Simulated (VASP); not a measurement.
# BaTiO3 (P4mm) in VASP: further runs

Runs on BaTiO3. Level: PBE. Tasks: single point.

All numbers are computed with VASP 6.6.1; they aren't measurements. Logs are shortened: lines on timing, memory, paths and dates and some standing lists are left out, and cuts for length are marked.

## Step 1: The cell of the first run

The structure is tetragonal, space group P4mm (No. 99). Conventional cell: a = 3.806 Å, b = 3.806 Å, c = 4.314 Å, α = 90.00°, β = 90.00°, γ = 90.00°. Within 3.5 Å of Ba (site symmetry 4mm) lie 12 O at 2.66 to 3.11 Å and 8 Ti at 3.44 to 3.46 Å. Within 2.2 Å of Ti (site symmetry 4mm) lie 5 O at 1.69 to 1.93 Å. Within 2.6 Å of O (site symmetry 2mm) lie 2 Ti at 1.93 Å. Within 2.2 Å of O (site symmetry 4mm) lie 1 Ti at 1.69 Å.

## Step 2: Single point, PBE (biaxial strain in the a-b plane: -4.5 %)

The input, INCAR:

```
SYSTEM = BaTiO3
PREC = Accurate
ENCUT = 520
EDIFF = 1E-6
ISMEAR = 0
SIGMA = 0.02
LREAL = .False.
LASPH = .True.
NELM = 100
ALGO = Normal
ISIF = 2
LWAVE = .False.
LCHARG = .True.
GGA = PE
LELF = .True.
LVHAR = .True.
NBANDS = 28
```

The input, KPOINTS:

```
Automatic mesh
0
Gamma
  8 8 6
  0 0 0
```

The input, POSCAR:

```
BaTiO3
1.0
    3.8061045534      0.0000000000      0.0000000000
    0.0000000000      3.8061045534      0.0000000000
    0.0000000000      0.0000000000      4.3138956838
Ba Ti O
1 1 3
Direct
    0.5000000000      0.5000000000      0.6199797949
    0.0000000000      0.0000000000      0.1248770125
    0.0000000000      0.5000000000      0.0493381201
    0.5000000000      0.0000000000      0.0493381201
    0.0000000000      0.0000000000      0.5164639423
```

Potentials or basis: VASP PAW PBE potentials, release 64 (Ba_sv, Ti_sv, O).

Launch:

```console
$ cat potpaw_PBE.64/Ba_sv/POTCAR potpaw_PBE.64/Ti_sv/POTCAR potpaw_PBE.64/O/POTCAR > POTCAR
$ mpirun -np 1 vasp_std > vasp.out
```

OUTCAR:

```text
SYSTEM = BaTiO3
   PREC = Accurate
   ENCUT = 520
   EDIFF = 1E-6
   ISMEAR = 0
   LREAL = .False.
   LASPH = .True.
   NELM = 100
   ISIF = 2
   GGA = PE

 ion  position               nearest neighbor table
   1  0.500  0.500  0.620-   3 2.66   4 2.66   4 2.66   3 2.66   5 2.73   5 2.73   5 2.73   5 2.73
                             3 3.11   4 3.11   3 3.11   4 3.11   2 3.44   2 3.44   2 3.44   2 3.44
   2  0.000  0.000  0.125-   5 1.69   4 1.93   3 1.93   3 1.93   4 1.93   1 3.44   1 3.44   1 3.44
                             1 3.44   1 3.46   1 3.46   1 3.46   1 3.46
   3  0.000  0.500  0.049-   2 1.93   2 1.93   1 2.66   1 2.66   1 3.11   1 3.11
   4  0.500  0.000  0.049-   2 1.93   2 1.93   1 2.66   1 2.66   1 3.11   1 3.11
   5  0.000  0.000  0.516-   2 1.69   1 2.73   1 2.73   1 2.73   1 2.73

  LATTYP: Found a simple tetragonal cell.
 ALAT       =     3.8061045534
 C/A-ratio  =     1.1334149189

  Lattice vectors:

 A1 = (   3.8061045534,   0.0000000000,   0.0000000000)
 A2 = (   0.0000000000,   3.8061045534,   0.0000000000)
 A3 = (   0.0000000000,   0.0000000000,   4.3138956838)

Analysis of symmetry for initial positions (statically):
=====================================================================
 Subroutine PRICEL returns:
 Original cell was already a primitive cell.

 Routine SETGRP: Setting up the symmetry group for a
 simple tetragonal supercell.

 Subroutine GETGRP returns: Found  8 space group operations
 (whereof  8 operations were pure point group operations)
 out of a pool of 16 trial point group operations.

The static configuration has the point symmetry C_4v.

Analysis of symmetry for dynamics (positions and initial velocities):
=====================================================================
 Subroutine PRICEL returns:
 Original cell was already a primitive cell.

 Routine SETGRP: Setting up the symmetry group for a
 simple tetragonal supercell.

 Subroutine GETGRP returns: Found  8 space group operations
 (whereof  8 operations were pure point group operations)
 out of a pool of 16 trial point group operations.

The dynamic configuration has the point symmetry C_4v.

 Subroutine INISYM returns: Found  8 space group operations
 (whereof  8 operations are pure point group operations),
 and found     1 'primitive' translations

----------------------------------------------------------------------------------------

                                     Primitive cell

[... 91 lines left out ...]
   LNONCOLLINEAR =      F non collinear calculations
   LSORBIT =      F    spin-orbit coupling
   LASPH  =      T    aspherical Exc in radial PAW
   ENCUT  =  520.0 eV  38.22 Ry    6.18 a.u.   7.08  7.08  8.02*2*pi/ulx,y,z
   NELM   =    100;   NELMIN=  2; NELMDL= -5     # of ELM steps
   EDIFF  = 0.1E-05   stopping-criterion for ELM
   LREAL  =      F    real-space projection
   EDIFFG = 0.1E-04   stopping-criterion for IOM
   NSW    =      0    number of steps for IOM
   IBRION =     -1    ionic relax: 0-MD 1-quasi-New 2-CG
   NFREE  =      0    steps in history (QN), initial steepest desc. (CG)
   ISIF   =      2    stress and relaxation
   ISYM   =      2    0-nonsym 1-usesym 2-fastsym
   POTIM  = 0.5000    time-step for ionic-motion
   TEBEG  =    0.0;   TEEND  =   0.0 temperature during run
   PSTRESS=    0.0 pullay stress
   NELECT =      40.0000    total number of electrons
   NUPDOWN=      -1.0000    fix difference up-down
   EMIN   =  10.00;   EMAX   =-10.00  energy-range for DOS
   EFERMI =   0.00;   METHOD = LEGACY
   ISMEAR =     0;   SIGMA  =   0.02  broadening in eV -4-tet -1-fermi 0-gaus
   EFERMI_NEDOS =   21; number of points for ismear=-14 and -15
   IALGO  =     38    algorithm
   IMIX   =      4    mixing-type and parameters
     AMIX     =   0.40;   BMIX     =  1.00
     AMIX_MAG =   1.60;   BMIX_MAG =  1.00
  volume/ion in A,a.u.               =      12.50        84.34
  Fermi-wavevector in a.u.,A,eV,Ry     =   1.410862  2.666142 27.082818  1.990531
  Thomas-Fermi vector in A             =   2.532772
   LORBIT       =      0    0 simple, 1 ext, 2 COOP (PROOUT), +10 PAW based schemes
   GGA     = PE    functional components
   LHFCALC =     F    Hartree Fock is set to
   AEXX    =    0.0000 exact exchange contribution
   IVDW    =     0    specifies the selected vdW correction
   LEPSILON=     F    determine dielectric tensor
   LRPA    =     F    only Hartree local field effects (RPA)
 non-spin polarized calculation
 Gauss-broadening in eV      SIGMA  =   0.02
  energy-cutoff  :      520.00
  volume of cell :       62.49
 maximum number of plane-waves:      1702
   NGX = 15   NGY = 15   NGZ = 17

 number of electron      39.9999987 magnetization

 Free energy of the ion-electron system (eV)
  ---------------------------------------------------
  ext. energy  EPLUGINS =         0.00000000
  ---------------------------------------------------
  free energy    TOTEN  =       -39.51087332 eV

  energy without entropy =      -39.51087332  energy(sigma->0) =      -39.51087332

 E-fermi :   4.6104     XC(G=0): -11.3219

 val. band max:        4.4634788118   @ k =   0.5000   0.5000   0.5000
 cond. band min:       6.5812464093   @ k =   0.0000   0.0000   0.0000
 fundamental gap:      2.1177675975
 Fermi energy:         4.6103909072

 k-point     1 :       0.0000    0.0000    0.0000
  band No.  band energies     occupation
      1     -51.7520      2.00000
      2     -28.3642      2.00000
      3     -27.9861      2.00000
      4     -27.9861      2.00000
      5     -20.8579      2.00000
      6     -12.9313      2.00000
[... 733 lines left out ...]
     27      12.3616      0.00000
     28      12.5942      0.00000

 [... further k-points ...]
[... 5 lines left out ...]
  --------------------------------------------------------------------------------------
  -------------------------------------------------------------------------------------
  Total        8.2959161      8.2959161      9.1257637      0.0000000      0.0000000      0.0000000
  in kB      212.6884309    212.6884309    233.9638355      0.0000000      0.0000000      0.0000000
  external PRESSURE =     219.7802324 kB  Pullay stress =       0.0000000 kB

 VOLUME and BASIS-vectors are now :
 -----------------------------------------------------------------------------
  energy-cutoff  :      520.00
  volume of cell :       62.49
      direct lattice vectors                 reciprocal lattice vectors
     3.806104553  0.000000000  0.000000000     0.262735820  0.000000000  0.000000000
     0.000000000  3.806104553  0.000000000     0.000000000  0.262735820  0.000000000
     0.000000000  0.000000000  4.313895684     0.000000000  0.000000000  0.231809036

 POSITION                                       TOTAL-FORCE (eV/Angst)
 -----------------------------------------------------------------------------------
      1.90305      1.90305      2.67453         0.000000      0.000000     -0.603947
      0.00000      0.00000      0.53871         0.000000     -0.000000     -2.466654
      0.00000      1.90305      0.21284         0.000000     -0.000000      0.079891
      1.90305      0.00000      0.21284         0.000000     -0.000000      0.079891
      0.00000      0.00000      2.22797        -0.000000     -0.000000      2.910818
 -----------------------------------------------------------------------------------
    total drift:                               -0.000000      0.000000      0.000418

  FREE ENERGIE OF THE ION-ELECTRON SYSTEM (eV)
  ---------------------------------------------------
  free  energy   TOTEN  =       -39.5108733170 eV

  energy  without entropy=      -39.5108733170  energy(sigma->0) =      -39.51087332
```

stdout:

```text
POSCAR found type information on POSCAR BaTiO
 POSCAR found :  3 types and       5 ions
 scaLAPACK will be used
 LDA part: xc-table for (Slater+PW92), standard interpolation
 POSCAR, INCAR and KPOINTS ok, starting setup
 FFT: planning ... GRIDC
 FFT: planning ... GRID_SOFT
 FFT: planning ... GRID
 WAVECAR not read
 entering main loop
```

It took 55 s on 1 thread of Intel Xeon Platinum 8488C (Sapphire Rapids), shared host; peak memory 0.23 GiB.

Results:

```yaml
Free_energy: -39.5109 eV
Pressure: 22.0 GPa
Largest_force: 2.911 eV/Å
Band_gap_on_the_k_mesh: 2.12 eV, indirect (least direct gap 2.88 eV)
```

Forces in eV/Å, atoms in the order of the input:
```
Ba   0.000  0.000 -0.604
Ti   0.000  0.000 -2.467
O    0.000  0.000  0.080
O    0.000  0.000  0.080
O    0.000  0.000  2.911
```

Stress tensor (GPa, compression positive):
```
21.27  0.00  0.00
 0.00 21.27  0.00
 0.00  0.00 23.40
```

Caveat: the cell differs from its parent crystal (biaxial strain in the a-b plane: -4.5 %); spin-orbit coupling is left out, which moves the levels of the heavy elements; forces of over 1 eV/Å act on the atoms, so gaps and moduli don't describe the material at rest. A k mesh can miss the band edges.

## Step 3: Single point, PBE (biaxial strain in the a-b plane: -3.0 %)

The input, INCAR:

```
ALGO = Normal
EDIFF = 1E-6
ENCUT = 520
GGA = PE
ISIF = 2
ISMEAR = 0
LASPH = T
LCHARG = F
LREAL = F
LWAVE = F
NBANDS = 28
NELM = 60
PREC = Accurate
SIGMA = 0.02
```

The input, KPOINTS:

```
k-points
0
Gamma
  8 8 6
```

The input, POSCAR:

```
BaTiO3
1.0
    3.8658863003      0.0000000000      0.0000000000
    0.0000000000      3.8658863003      0.0000000000
    0.0000000000      0.0000000000      4.2760913399
Ba Ti O
1 1 3
Direct
    0.5000000000      0.5000000000      0.6006022887
    0.0000000000      0.0000000000      0.1157124600
    0.0000000000      0.5000000000      0.0564191287
    0.5000000000      0.0000000000      0.0564191287
    0.0000000000      0.0000000000      0.5308439838
```

Potentials or basis: VASP PAW PBE potentials, release 64 (Ba_sv, Ti_sv, O).

Launch:

```console
$ cat potpaw_PBE.64/Ba_sv/POTCAR potpaw_PBE.64/Ti_sv/POTCAR potpaw_PBE.64/O/POTCAR > POTCAR
$ mpirun -np 1 vasp_std > vasp.out
```

It took 82 s on 1 thread of Intel Xeon Platinum 8488C (Sapphire Rapids), shared host; peak memory 0.24 GiB.

Results (log left out):

```
Free energy            : -39.8653 eV
Pressure               : 12.1 GPa
Largest force          : 0.746 eV/Å
Band gap on the k mesh : 1.92 eV, indirect (least direct gap 2.62 eV)
```

Forces on the atoms (eV/Å):
```
Ba   0.000  0.000 -0.167
Ti   0.000  0.000 -0.552
O    0.000  0.000 -0.014
O    0.000  0.000 -0.014
O    0.000  0.000  0.746
```

Stress tensor (GPa, compression positive):
```
13.54  0.00  0.00
 0.00 13.54  0.00
 0.00  0.00  9.13
```

Levels at points of the mesh, in eV from the valence-band top:
```tsv
k point	band 18	band 19	band 20	band 21	band 22	band 23
(0.00, 0.00, 0.00)	-1.34	-0.70	-0.70	1.92	2.83	2.83
(0.50, 0.00, 0.00)	-1.98	-1.88	-1.71	2.89	3.69	3.81
(0.50, 0.50, 0.00)	-1.15	-1.15	-0.05	3.87	3.87	3.99
(0.00, 0.00, 0.50)	-2.27	-0.76	-0.76	2.04	3.64	3.64
(0.50, 0.00, 0.50)	-1.44	-1.30	-0.82	3.65	3.79	3.84
(0.50, 0.50, 0.50)	-0.78	-0.78	0.00	4.13	4.13	4.40
```

Caveat: the cell differs from its parent crystal (biaxial strain in the a-b plane: -3.0 %); spin-orbit coupling is left out, which moves the levels of the heavy elements. A k mesh can miss the band edges.

## Step 4: Single point, PBE (biaxial strain in the a-b plane: -1.5 %)

The input, INCAR:

```
PREC = Accurate ; ENCUT = 520
EDIFF = 1E-7 ; ISMEAR = 0
SIGMA = 0.02 ; LREAL = F
LASPH = T ; NELM = 80
ALGO = Normal ; ISIF = 2
LWAVE = F ; LCHARG = F
GGA = PE ; NBANDS = 28
```

The input, KPOINTS:

```
regular mesh
0
Gamma
  8 8 6
```

The input, POSCAR:

```
BaTiO3
1.0
    3.9256680472      0.0000000000      0.0000000000
    0.0000000000      3.9256680472      0.0000000000
    0.0000000000      0.0000000000      4.2382869960
Ba Ti O
1 1 3
Direct
    0.5000000000      0.5000000000      0.5912757181
    0.0000000000      0.0000000000      0.1084227154
    0.0000000000      0.5000000000      0.0602445495
    0.5000000000      0.0000000000      0.0602445495
    0.0000000000      0.0000000000      0.5398094574
```

Launch:

```console
$ cat potpaw_PBE.64/Ba_sv/POTCAR potpaw_PBE.64/Ti_sv/POTCAR potpaw_PBE.64/O/POTCAR > POTCAR
$ mpirun -np 1 vasp_std > vasp.out
```

Wall time 1.7 min (1 thread of Intel Xeon Platinum 8488C (Sapphire Rapids), shared host); peak memory 0.25 GiB.

The run converged. Its results:

```yaml
Free_energy: -39.9939 eV
Pressure: 5.4 GPa
Largest_force: 0.136 eV/Å
Band_gap_on_the_k_mesh: 1.82 eV, indirect (least direct gap 2.43 eV)
```

Forces on the atoms (eV/Å):
```
Ba   0.000  0.000 -0.046
Ti   0.000  0.000  0.136
O    0.000  0.000 -0.017
O    0.000  0.000 -0.017
O    0.000  0.000 -0.056
```

Stress tensor (GPa, compression positive):
```
6.94 0.00 0.00
0.00 6.94 0.00
0.00 0.00 2.33
```

Levels at points of the mesh, in eV from the valence-band top:
```tsv
k point	band 16	band 17	band 18	band 19	band 20	band 21	band 22	band 23	band 24	band 25
(0.00, 0.00, 0.00)	-1.72	-1.46	-1.01	-0.61	-0.61	1.82	2.44	2.44	4.21	4.22
(0.50, 0.00, 0.00)	-2.12	-2.11	-1.83	-1.66	-1.39	2.53	3.55	3.63	4.10	5.70
(0.50, 0.50, 0.00)	-3.16	-2.07	-1.08	-1.08	-0.05	3.67	3.67	4.04	4.06	7.59
(0.00, 0.00, 0.50)	-2.10	-2.09	-2.09	-0.76	-0.76	1.93	3.40	3.40	4.21	5.90
(0.50, 0.00, 0.50)	-2.74	-1.90	-1.30	-1.19	-0.62	3.41	3.60	3.74	4.99	7.04
(0.50, 0.50, 0.50)	-2.60	-2.60	-0.54	-0.54	0.00	4.00	4.00	4.22	6.00	6.34
```

Caveat: the cell differs from its parent crystal (biaxial strain in the a-b plane: -1.5 %); spin-orbit coupling is left out, which moves the levels of the heavy elements.

## Step 5: Single point, PBE

This run uses another cell than the first one, of 13.34 Å³/atom, 1.068 times its volume.

The input, INCAR:

```
SYSTEM = BaTiO3
PREC = Accurate ; ENCUT = 520
EDIFF = 1E-7 ; ISMEAR = 0
SIGMA = 0.02 ; LREAL = .FALSE.
LASPH = .TRUE. ; NELM = 100
ALGO = Normal ; ISIF = 2
LWAVE = .FALSE. ; LCHARG = .FALSE.
GGA = PE ; NBANDS = 28
```

The input, KPOINTS:

```
regular mesh
0
G
  8 8 6
  0 0 0
```

Changes to POSCAR since step 4:

```diff
@@ -2,5 +2,5 @@
 1.0
-    3.9256680472      0.0000000000      0.0000000000
-    0.0000000000      3.9256680472      0.0000000000
-    0.0000000000      0.0000000000      4.2382869960
+    3.9854497941      0.0000000000      0.0000000000
+    0.0000000000      3.9854497941      0.0000000000
+    0.0000000000      0.0000000000      4.2004826522
 Ba Ti O
```

Launch:

```console
$ cat potpaw_PBE.64/Ba_sv/POTCAR potpaw_PBE.64/Ti_sv/POTCAR potpaw_PBE.64/O/POTCAR > POTCAR
$ mpirun -np 1 vasp_std > vasp.out
```

Run time: 98 s. Hardware: 1 thread of Intel Xeon Platinum 8488C (Sapphire Rapids), shared host; peak memory 0.25 GiB.

The run converged. Its results:

```yaml
Free_energy: -40.0401 eV
Pressure: 1.6 GPa
Largest_force: 0.083 eV/Å
Band_gap_on_the_k_mesh: 1.79 eV, indirect (least direct gap 2.35 eV)
```

Forces on the atoms (eV/Å):
```
Ba   0.000  0.000 -0.050
Ti   0.000  0.000 -0.081
O    0.000  0.000  0.024
O    0.000  0.000  0.024
O    0.000  0.000  0.083
```

Stress tensor (GPa, compression positive):
```
1.58 0.00 0.00
0.00 1.58 0.00
0.00 0.00 1.66
```

Levels at points of the mesh, in eV from the valence-band top:
```
           k point  band 18  band 19  band 20  band 21  band 22  band 23
(0.00, 0.00, 0.00)    -0.93    -0.57    -0.57     1.79     2.43     2.43
(0.50, 0.00, 0.00)    -1.72    -1.59    -1.34     2.51     3.42     3.53
(0.50, 0.50, 0.00)    -1.17    -1.17    -0.06     3.56     3.56     3.90
(0.00, 0.00, 0.50)    -2.00    -0.74    -0.74     1.91     3.43     3.43
(0.50, 0.00, 0.50)    -1.18    -1.09    -0.52     3.45     3.47     3.70
(0.50, 0.50, 0.50)    -0.46    -0.46     0.00     3.95     3.95     4.06
```

Caveat: spin-orbit coupling is left out, which moves the levels of the heavy elements.

## Step 6: The runs side by side

```tsv
cell	gap on the mesh (eV)	pressure (GPa)	largest force (eV/Å)
a = 3.806, b = 3.806, c = 4.314 Å, 5 atoms	2.12	22.0	2.91
a = 3.866, b = 3.866, c = 4.276 Å, 5 atoms	1.92	12.1	0.75
a = 3.926, b = 3.926, c = 4.238 Å, 5 atoms	1.82	5.4	0.14
a = 3.985, b = 3.985, c = 4.200 Å, 5 atoms	1.79	1.6	0.08
```

Alike in all rows: task single point; level PBE; potentials or basis VASP PAW PBE potentials, release 64 (Ba_sv, Ti_sv, O); no spin polarisation; k mesh 8 × 8 × 6; cutoff (eV) 520; smearing gaussian 0.02 eV.

Caveats: spin-orbit coupling is left out, which moves the levels of the heavy elements; forces of over 1 eV/Å act on the atoms, so gaps and moduli don't describe the material at rest (some runs).

Absolute energies hang on the potentials; compare differences alone.
